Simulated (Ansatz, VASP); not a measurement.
## One calculation of TeMo5, two programs

```
Te Mo
1.0
     0.00000    3.72222    3.72222
     3.72222    0.00000    3.72222
     3.72222    3.72222    0.00000
Te Mo
1 5
Cartesian
  5.5833 5.5833 5.5833
  2.7972 2.7972 0.9250
  0.9250 2.7972 2.7972
  0.9250 0.9250 0.9250
  2.7972 0.9250 2.7972
  3.7222 3.7222 3.7222
```

Change from the starting cell: species swapped into the Be5Fe type (F-43m, No. 216).

Alike in both runs: functional PBE; k mesh 10 × 10 × 10; occupations gaussian, width 0.1 eV; no spin polarisation.

Ansatz relaxed the structure, and its values are those at the end. VASP's run is a single point on that final structure, the one shown.

```csv
,VASP,Ansatz
version,VASP 6.6.1,Ansatz 0.2.0
potentials or method,"VASP PAW PBE potentials, release 64 (Te, Mo_sv), cutoff 520 eV","scalar-relativistic, plane waves, PAW"
valence electrons in the cell,76,86
```

Ansatz gave:

- gap on the k mesh at the Fermi level (eV): none
- pressure (GPa): 0.0
- rms of the force components (eV/Å): 0.002

What did VASP give for the same quantities?

gap on the k mesh at the Fermi level (eV): none; pressure (GPa): 0.3; rms of the force components (eV/Å): 0.009.

A gap of «none» marks a metal or a gap that the smearing closes. VASP's potentials hold 76 valence electrons a cell and Ansatz's 86, so a difference there can come from the potentials and not from the codes.

Spin-orbit coupling is off throughout.
